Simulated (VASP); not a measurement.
# CO2 (Pbca) in VASP: further runs

The runs below take CO2 through single point, with PBE.

Everything below comes from runs of VASP 6.6.1. Logs are shortened: lines on timing, memory, paths and dates and some standing lists are left out, and cuts for length are marked.

## 1. The cell of the first run

The structure is orthorhombic, space group Pbca (No. 61). Conventional cell: a = 5.649 Å, b = 5.649 Å, c = 6.073 Å, α = 90.00°, β = 90.00°, γ = 90.00°. Within 1.5 Å of C (site symmetry -1) lie 2 O at 1.12 Å. Within 1.5 Å of O (site symmetry 1) lie 1 C at 1.12 Å.

## 2. Single point, PBE (16.15 Å³/atom)

The input, INCAR:

```
PREC     = Accurate       # precision mode
ENCUT    = 520            # plane-wave cutoff, eV
EDIFF    = 1E-6           # SCF threshold, eV
ISMEAR   = 0              # smearing method
SIGMA    = 0.05           # smearing width, eV
LREAL    = F              # projectors in reciprocal space
LASPH    = T              # aspherical terms in the spheres
NELM     = 60             # most SCF steps
ALGO     = Normal         # electronic algorithm
ISIF     = 2              # what is computed and relaxed
LWAVE    = F              # write WAVECAR
LCHARG   = F              # write CHGCAR
GGA      = PE             # functional
NBANDS   = 44             # bands
```

The input, KPOINTS:

```
regular mesh
0
Gamma
  4 4 4
```

The input, POSCAR:

```
CO2
1.0
    5.6494823776      0.0000000000      0.0000000000
    0.0000000000      5.6494823776      0.0000000000
    0.0000000000      0.0000000000      6.0731935559
C O
4 8
Direct
    0.0000000000      0.0000000000      0.0000000000
    0.5000000000      0.0000000000      0.5000000000
    0.5000000000      0.5000000000      0.0000000000
    0.0000000000      0.5000000000      0.5000000000
    0.1114834447      0.1114834447      0.1114834447
    0.3885165553      0.8885165553      0.6114834447
    0.6114834447      0.3885165553      0.8885165553
    0.8885165553      0.6114834447      0.3885165553
    0.8885165553      0.8885165553      0.8885165553
    0.6114834447      0.1114834447      0.3885165553
    0.3885165553      0.6114834447      0.1114834447
    0.1114834447      0.3885165553      0.6114834447
```

Potentials or basis: VASP PAW PBE potentials, release 64 (C, O).

Started as:

```
> cat potpaw_PBE.64/C/POTCAR potpaw_PBE.64/O/POTCAR > POTCAR
> mpirun -np 1 vasp_std > vasp.out
```

OUTCAR:

```text
PREC = Accurate
   ENCUT = 520
   EDIFF = 1E-6
   ISMEAR = 0
   LREAL = F
   LASPH = T
   NELM = 60
   ISIF = 2
   GGA = PE

 ion  position               nearest neighbor table
   1  0.000  0.000  0.000-   5 1.12   9 1.12
   2  0.500  0.000  0.500-   6 1.12  10 1.12
   3  0.500  0.500  0.000-   7 1.12  11 1.12
   4  0.000  0.500  0.500-   8 1.12  12 1.12
   5  0.111  0.111  0.111-   1 1.12
   6  0.389  0.889  0.611-   2 1.12
   7  0.611  0.389  0.889-   3 1.12
   8  0.889  0.611  0.389-   4 1.12
   9  0.889  0.889  0.889-   1 1.12
  10  0.611  0.111  0.389-   2 1.12
  11  0.389  0.611  0.111-   3 1.12
  12  0.111  0.389  0.611-   4 1.12

  LATTYP: Found a simple tetragonal cell.
 ALAT       =     5.6494823776
 C/A-ratio  =     1.0750000000

  Lattice vectors:

 A1 = (   5.6494823776,   0.0000000000,   0.0000000000)
 A2 = (   0.0000000000,   5.6494823776,   0.0000000000)
 A3 = (   0.0000000000,   0.0000000000,   6.0731935559)

Analysis of symmetry for initial positions (statically):
=====================================================================
 Subroutine PRICEL returns:
 Original cell was already a primitive cell.

 Routine SETGRP: Setting up the symmetry group for a
 simple tetragonal supercell.

 Subroutine GETGRP returns: Found  8 space group operations
 (whereof  2 operations were pure point group operations)
 out of a pool of 16 trial point group operations.

The static configuration has the point symmetry S_2 .
 The point group associated with its full space group is D_2h.

Analysis of symmetry for dynamics (positions and initial velocities):
=====================================================================
 Subroutine PRICEL returns:
 Original cell was already a primitive cell.

 Routine SETGRP: Setting up the symmetry group for a
 simple tetragonal supercell.

 Subroutine GETGRP returns: Found  8 space group operations
 (whereof  2 operations were pure point group operations)
 out of a pool of 16 trial point group operations.

The dynamic configuration has the point symmetry S_2 .
 The point group associated with its full space group is D_2h.

 Subroutine INISYM returns: Found  8 space group operations
 (whereof  2 operations are pure point group operations),
 and found     1 'primitive' translations

----------------------------------------------------------------------------------------

                                     Primitive cell

  volume of cell :     193.8360

  direct lattice vectors                    reciprocal lattice vectors
     5.649482378  0.000000000  0.000000000     0.177007367  0.000000000  0.000000000
     0.000000000  5.649482378  0.000000000     0.000000000  0.177007367  0.000000000
     0.000000000  0.000000000  6.073193556     0.000000000  0.000000000  0.164658016

  length of vectors
     5.649482378  5.649482378  6.073193556     0.177007367  0.177007367  0.164658016

  position of ions in fractional coordinates (direct lattice)
     0.000000000  0.000000000  0.000000000
     0.500000000  0.000000000  0.500000000
     0.500000000  0.500000000  0.000000000
     0.000000000  0.500000000  0.500000000
     0.111483445  0.111483445  0.111483445
     0.388516555  0.888516555  0.611483445
     0.611483445  0.388516555  0.888516555
     0.888516555  0.611483445  0.388516555
     0.888516555  0.888516555  0.888516555
     0.611483445  0.111483445  0.388516555
     0.388516555  0.611483445  0.111483445
     0.111483445  0.388516555  0.611483445

  ion indices of the primitive-cell ions
   primitive index   ion index
                 1           1
                 2           2
                 3           3
                 4           4
                 5           5
                 6           6
                 7           7
                 8           8
                 9           9
                10          10
                11          11
                12          12

----------------------------------------------------------------------------------------

 KPOINTS: regular mesh

Automatic generation of k-mesh.
[... 46 lines left out ...]
  energy-cutoff  :      520.00
  volume of cell :      193.84
 maximum number of plane-waves:      5247
   NGX = 21   NGY = 21   NGZ = 23

 number of electron      64.0000043 magnetization

 Free energy of the ion-electron system (eV)
  ---------------------------------------------------
  ext. energy  EPLUGINS =         0.00000000
  ---------------------------------------------------
  free energy    TOTEN  =       -90.73556978 eV

  energy without entropy =      -90.73556978  energy(sigma->0) =      -90.73556978

 E-fermi :  -3.9782     XC(G=0):  -7.3612

 val. band max:       -4.2272075662   @ k =   0.0000   0.0000   0.0000
 cond. band min:       2.7991454255   @ k =   0.0000   0.0000   0.0000
 fundamental gap:      7.0263529917
 Fermi energy:        -3.9782428755

 k-point     1 :       0.0000    0.0000    0.0000
  band No.  band energies     occupation
      1     -25.3008      2.00000
      2     -25.1931      2.00000
      3     -25.1714      2.00000
      4     -25.1693      2.00000
      5     -24.2519      2.00000
      6     -24.2369      2.00000
[... 36 lines left out ...]
     43       6.9962      0.00000
     44       7.0027      0.00000

 k-point     2 :       0.2500    0.0000    0.0000
  band No.  band energies     occupation
      1     -25.2824      2.00000
      2     -25.1899      2.00000
      3     -25.1895      2.00000
      4     -25.1746      2.00000
      5     -24.2465      2.00000
      6     -24.2364      2.00000
[... 36 lines left out ...]
     43       6.8125      0.00000
     44       7.3135      0.00000

 k-point     3 :       0.0000    0.2500    0.0000
  band No.  band energies     occupation
      1     -25.2825      2.00000
      2     -25.1912      2.00000
      3     -25.1895      2.00000
      4     -25.1729      2.00000
      5     -24.2494      2.00000
      6     -24.2388      2.00000
[... 976 lines left out ...]
     43       5.6209      0.00000
     44       5.6209      0.00000

 k-point    24 :       0.2500    0.2500    0.5000
  band No.  band energies     occupation
      1     -25.2285      2.00000
      2     -25.2285      2.00000
      3     -25.1897      2.00000
      4     -25.1897      2.00000
      5     -24.2391      2.00000
      6     -24.2391      2.00000
[... 36 lines left out ...]
     43       6.6089      0.00000
     44       6.6089      0.00000

 [... further k-points ...]
[... 5 lines left out ...]
  --------------------------------------------------------------------------------------
  -------------------------------------------------------------------------------------
  Total       20.3130767     20.3670824     22.9407170      0.0000000      0.0000000      0.0000000
  in kB      167.9004465    168.3468379    189.6195587      0.0000000      0.0000000      0.0000000
  external PRESSURE =     175.2889477 kB  Pullay stress =       0.0000000 kB

 VOLUME and BASIS-vectors are now :
 -----------------------------------------------------------------------------
  energy-cutoff  :      520.00
  volume of cell :      193.84
      direct lattice vectors                 reciprocal lattice vectors
     5.649482378  0.000000000  0.000000000     0.177007367  0.000000000  0.000000000
     0.000000000  5.649482378  0.000000000     0.000000000  0.177007367  0.000000000
     0.000000000  0.000000000  6.073193556     0.000000000  0.000000000  0.164658016

 POSITION                                       TOTAL-FORCE (eV/Angst)
 -----------------------------------------------------------------------------------
      0.00000      0.00000      0.00000         0.000000      0.000000      0.000000
      2.82474      0.00000      3.03660         0.000000      0.000000      0.000000
      2.82474      2.82474      0.00000         0.000000      0.000000      0.000000
      0.00000      2.82474      3.03660         0.000000      0.000000      0.000000
      0.62982      0.62982      0.67706         3.976258      3.992196      4.266407
      2.19492      5.01966      3.71366        -3.976258     -3.992196      4.266407
      3.45456      2.19492      5.39613         3.976258     -3.992196     -4.266407
      5.01966      3.45456      2.35954        -3.976258      3.992196     -4.266407
      5.01966      5.01966      5.39613        -3.976258     -3.992196     -4.266407
      3.45456      0.62982      2.35954         3.976258      3.992196     -4.266407
      2.19492      3.45456      0.67706        -3.976258      3.992196      4.266407
      0.62982      2.19492      3.71366         3.976258     -3.992196      4.266407
 -----------------------------------------------------------------------------------
    total drift:                               -0.000000     -0.000000      0.000000

  FREE ENERGIE OF THE ION-ELECTRON SYSTEM (eV)
  ---------------------------------------------------
  free  energy   TOTEN  =       -90.7355697766 eV

  energy  without entropy=      -90.7355697766  energy(sigma->0) =      -90.73556978
```

Wall time 89 s (1 thread of Intel Xeon 6975P-C (Granite Rapids), shared host); peak memory 0.35 GiB.

Results:

```yaml
Free_energy: -90.7356 eV
Pressure: 17.5 GPa
Largest_force: 7.068 eV/Å
Band_gap_on_the_k_mesh: 7.03 eV
```

Forces in eV/Å, atoms in the order of the input:
```
C    0.000  0.000  0.000
C    0.000  0.000  0.000
C    0.000  0.000  0.000
C    0.000  0.000  0.000
O    3.976  3.992  4.266
O   -3.976 -3.992  4.266
O    3.976 -3.992 -4.266
O   -3.976  3.992 -4.266
O   -3.976 -3.992 -4.266
O    3.976  3.992 -4.266
O   -3.976  3.992  4.266
O    3.976 -3.992  4.266
```

Caveat: the cell stands under pressure; this functional lacks dispersion, which holds the molecules together, so the pressure and a relaxed volume are unreliable; forces of over 1 eV/Å act on the atoms, so gaps and moduli don't describe the material at rest. A k mesh can miss the band edges.

## 3. Single point, PBE (16.15 Å³/atom)

The input, INCAR:

```
SYSTEM = CO2
PREC = Accurate ; ENCUT = 520
EDIFF = 1E-7 ; ISMEAR = 0
SIGMA = 0.05 ; LREAL = .FALSE.
LASPH = .TRUE. ; NELM = 100
ALGO = Normal ; ISIF = 2
LWAVE = .FALSE. ; LCHARG = .FALSE.
GGA = PE ; NBANDS = 44
```

The input, KPOINTS:

```
regular mesh
0
G
  4 4 4
  0 0 0
```

Edit POSCAR of step 2 so:

```diff
@@ -2,5 +2,5 @@
 1.0
-    5.6494823776      0.0000000000      0.0000000000
-    0.0000000000      5.6494823776      0.0000000000
-    0.0000000000      0.0000000000      6.0731935559
+    5.5592488458      0.0000000000      0.0000000000
+    0.0000000000      5.5592488458      0.0000000000
+    0.0000000000      0.0000000000      6.2719445479
 C O
```

Potentials or basis: VASP PAW PBE potentials, release 64 (C, O).

Started as:

```
> cat potpaw_PBE.64/C/POTCAR potpaw_PBE.64/O/POTCAR > POTCAR
> mpirun -np 1 vasp_std > vasp.out
```

Run time: 2.2 min. Hardware: 1 thread of Intel Xeon 6975P-C (Granite Rapids), shared host; peak memory 0.35 GiB.

The run converged. Its results:

```yaml
Free_energy: -90.8453 eV
Pressure: 16.7 GPa
Largest_force: 6.708 eV/Å
Band_gap_on_the_k_mesh: 6.97 eV
```

Forces in eV/Å, atoms in the order of the input:
```
C    0.000  0.000  0.000
C    0.000  0.000  0.000
C    0.000  0.000  0.000
C    0.000  0.000  0.000
O    3.703  3.731  4.167
O   -3.703 -3.731  4.167
O    3.703 -3.731 -4.167
O   -3.703  3.731 -4.167
O   -3.703 -3.731 -4.167
O    3.703  3.731 -4.167
O   -3.703  3.731  4.167
O    3.703 -3.731  4.167
```

Stress tensor (GPa, compression positive):
```
15.54  0.00  0.00
 0.00 15.66  0.00
 0.00  0.00 19.03
```

Levels at points of the mesh, in eV from the valence-band top:
| k point | band 28 | band 29 | band 30 | band 31 | band 32 | band 33 | band 34 | band 35 | band 36 | band 37 |
| --- | --- | --- | --- | --- | --- | --- | --- | --- | --- | --- |
| (0.00, 0.00, 0.00) | -0.26 | -0.22 | -0.20 | -0.19 | 0.00 | 6.97 | 8.80 | 8.95 | 8.96 | 9.07 |
| (0.50, 0.00, 0.00) | -0.34 | -0.28 | -0.28 | -0.17 | -0.17 | 8.47 | 8.47 | 8.92 | 8.92 | 9.11 |
| (0.00, 0.50, 0.00) | -0.34 | -0.28 | -0.28 | -0.16 | -0.16 | 8.47 | 8.47 | 8.75 | 8.75 | 9.21 |
| (0.50, 0.50, 0.00) | -0.33 | -0.28 | -0.28 | -0.28 | -0.28 | 8.75 | 8.75 | 8.75 | 8.75 | 9.52 |
| (0.00, 0.00, 0.50) | -0.36 | -0.32 | -0.32 | -0.10 | -0.10 | 8.13 | 8.13 | 8.80 | 8.80 | 9.13 |
| (0.50, 0.00, 0.50) | -0.36 | -0.26 | -0.26 | -0.26 | -0.26 | 8.78 | 8.78 | 8.78 | 8.78 | 9.41 |
| (0.00, 0.50, 0.50) | -0.35 | -0.26 | -0.26 | -0.26 | -0.26 | 8.74 | 8.74 | 8.74 | 8.74 | 9.40 |
| (0.50, 0.50, 0.50) | -0.38 | -0.25 | -0.25 | -0.25 | -0.25 | 8.90 | 8.90 | 8.90 | 8.90 | 9.63 |

Caveat: the cell stands under pressure; this functional lacks dispersion, which holds the molecules together, so the pressure and a relaxed volume are unreliable; forces of over 1 eV/Å act on the atoms, so gaps and moduli don't describe the material at rest.

## 4. Single point, PBE (16.15 Å³/atom)

The input, INCAR:

```
  PREC = Accurate
  ENCUT = 520
  EDIFF = 1E-6
  ISMEAR = 0
  SIGMA = 0.05
  LREAL = False
  LASPH = True
  NELM = 100
  ALGO = Normal
  ISIF = 2
  LWAVE = False
  LCHARG = True
  GGA = PE
  LELF = True
  LVHAR = True
  NBANDS = 44
```

The input, KPOINTS:

```
regular mesh
0
Gamma
  4 4 4
```

Edit POSCAR of step 3 so:

```diff
@@ -2,5 +2,5 @@
 1.0
-    5.5592488458      0.0000000000      0.0000000000
-    0.0000000000      5.5592488458      0.0000000000
-    0.0000000000      0.0000000000      6.2719445479
+    6.0246926637      0.0000000000      0.0000000000
+    0.0000000000      6.0246926637      0.0000000000
+    0.0000000000      0.0000000000      5.3402875771
 C O
```

Started as:

```
> cat potpaw_PBE.64/C/POTCAR potpaw_PBE.64/O/POTCAR > POTCAR
> mpirun -np 1 vasp_std > vasp.out
```

Wall time 1.8 min (1 thread of Intel Xeon 6975P-C (Granite Rapids), shared host); peak memory 0.38 GiB.

It converged, with:

```yaml
Free_energy: -90.8362 eV
Pressure: 16.8 GPa
Largest_force: 6.735 eV/Å
Band_gap_on_the_k_mesh: 6.96 eV
```

Forces on the atoms (eV/Å):
```
C    0.000  0.000  0.000
C    0.000  0.000  0.000
C    0.000  0.000  0.000
C    0.000  0.000  0.000
O    4.039  4.013  3.598
O   -4.039 -4.013  3.598
O    4.039 -4.013 -3.598
O   -4.039  4.013 -3.598
O   -4.039 -4.013 -3.598
O    4.039  4.013 -3.598
O   -4.039  4.013  3.598
O    4.039 -4.013  3.598
```

Stress tensor (GPa, compression positive):
```
17.81  0.00  0.00
 0.00 17.93  0.00
 0.00  0.00 14.69
```

Levels at points of the mesh, in eV from the valence-band top:
```
           k point  band 29  band 30  band 31  band 32  band 33  band 34  band 35  band 36
(0.00, 0.00, 0.00)    -0.22    -0.20    -0.20     0.00     6.96     8.84     8.91     8.95
(0.50, 0.00, 0.00)    -0.30    -0.30    -0.11    -0.11     8.23     8.23     8.74     8.74
(0.00, 0.50, 0.00)    -0.31    -0.31    -0.14    -0.14     8.24     8.24     8.89     8.89
(0.50, 0.50, 0.00)    -0.31    -0.31    -0.31    -0.31     8.74     8.74     8.74     8.74
(0.00, 0.00, 0.50)    -0.28    -0.28    -0.19    -0.19     8.58     8.58     8.84     8.84
(0.50, 0.00, 0.50)    -0.26    -0.26    -0.26    -0.26     8.75     8.75     8.75     8.75
(0.00, 0.50, 0.50)    -0.24    -0.24    -0.24    -0.24     8.79     8.79     8.79     8.79
(0.50, 0.50, 0.50)    -0.24    -0.24    -0.24    -0.24     8.90     8.90     8.90     8.90
```

Caveat: the cell stands under pressure; this functional lacks dispersion, which holds the molecules together, so the pressure and a relaxed volume are unreliable; forces of over 1 eV/Å act on the atoms, so gaps and moduli don't describe the material at rest.

## 5. Single point, PBE (16.75 Å³/atom)

This run uses another cell than the first one, of 16.75 Å³/atom.

The input, INCAR:

```
ALGO = Normal
EDIFF = 1E-6
ENCUT = 520
GGA = PE
ISIF = 2
ISMEAR = 0
LASPH = True
LCHARG = False
LREAL = False
LWAVE = False
NBANDS = 44
NELM = 80
PREC = Accurate
SIGMA = 0.05
```

The input, KPOINTS:

```
k-points
0
Gamma
  4 4 4
```

Edit POSCAR of step 4 so:

```diff
@@ -2,5 +2,5 @@
 1.0
-    6.0246926637      0.0000000000      0.0000000000
-    0.0000000000      6.0246926637      0.0000000000
-    0.0000000000      0.0000000000      5.3402875771
+    5.9522569209      0.0000000000      0.0000000000
+    0.0000000000      5.9522569209      0.0000000000
+    0.0000000000      0.0000000000      5.6719056199
 C O
```

Started as:

```
> cat potpaw_PBE.64/C/POTCAR potpaw_PBE.64/O/POTCAR > POTCAR
> mpirun -np 1 vasp_std > vasp.out
```

It took 3.1 min on 1 thread of Intel Xeon Platinum 8488C (Sapphire Rapids), shared host; peak memory 0.38 GiB.

It converged, with:

- Free energy: -91.3832 eV
- Pressure: 12.6 GPa
- Largest force: 5.246 eV/Å
- Band gap on the k mesh: 6.92 eV

Forces on the atoms (eV/Å):
```
C    0.000  0.000  0.000
C    0.000  0.000  0.000
C    0.000  0.000  0.000
C    0.000  0.000  0.000
O    3.077  3.068  2.939
O   -3.077 -3.068  2.939
O    3.077 -3.068 -2.939
O   -3.077  3.068 -2.939
O   -3.077 -3.068 -2.939
O    3.077  3.068 -2.939
O   -3.077  3.068  2.939
O    3.077 -3.068  2.939
```

Stress tensor (GPa, compression positive):
```
12.91  0.00  0.00
 0.00 12.92  0.00
 0.00  0.00 11.96
```

Levels at points of the mesh, in eV from the valence-band top:
| k point | band 30 | band 31 | band 32 | band 33 | band 34 | band 35 |
| --- | --- | --- | --- | --- | --- | --- |
| (0.00, 0.00, 0.00) | -0.16 | -0.08 | 0.00 | 6.92 | 8.78 | 8.81 |
| (0.50, 0.00, 0.00) | -0.24 | -0.08 | -0.08 | 8.23 | 8.23 | 8.68 |
| (0.00, 0.50, 0.00) | -0.24 | -0.09 | -0.09 | 8.23 | 8.23 | 8.74 |
| (0.50, 0.50, 0.00) | -0.23 | -0.23 | -0.23 | 8.65 | 8.65 | 8.65 |
| (0.00, 0.00, 0.50) | -0.23 | -0.11 | -0.11 | 8.37 | 8.37 | 8.72 |
| (0.50, 0.00, 0.50) | -0.22 | -0.22 | -0.22 | 8.64 | 8.64 | 8.64 |
| (0.00, 0.50, 0.50) | -0.21 | -0.21 | -0.21 | 8.66 | 8.66 | 8.66 |
| (0.50, 0.50, 0.50) | -0.22 | -0.22 | -0.22 | 8.77 | 8.77 | 8.77 |

Caveat: the cell stands under pressure; this functional lacks dispersion, which holds the molecules together, so the pressure and a relaxed volume are unreliable; forces of over 1 eV/Å act on the atoms, so gaps and moduli don't describe the material at rest.

## 6. Overview

| cell | gap on the mesh (eV) | pressure (GPa) | largest force (eV/Å) |
| --- | --- | --- | --- |
| a = 5.649, b = 5.649, c = 6.073 Å, 12 atoms | 7.03 | 17.5 | 7.07 |
| a = 5.559, b = 5.559, c = 6.272 Å, 12 atoms | 6.97 | 16.7 | 6.71 |
| a = 6.025, b = 6.025, c = 5.340 Å, 12 atoms | 6.96 | 16.8 | 6.74 |
| a = 5.952, b = 5.952, c = 5.672 Å, 12 atoms | 6.92 | 12.6 | 5.25 |

Alike in all rows: task single point; level PBE; potentials or basis VASP PAW PBE potentials, release 64 (C, O); no spin polarisation; k mesh 4 × 4 × 4; cutoff (eV) 520; smearing gaussian 0.05 eV.

Caveats: the cell stands under pressure; this functional lacks dispersion, which holds the molecules together, so the pressure and a relaxed volume are unreliable; forces of over 1 eV/Å act on the atoms, so gaps and moduli don't describe the material at rest.

Absolute energies hang on the potentials; compare differences alone.
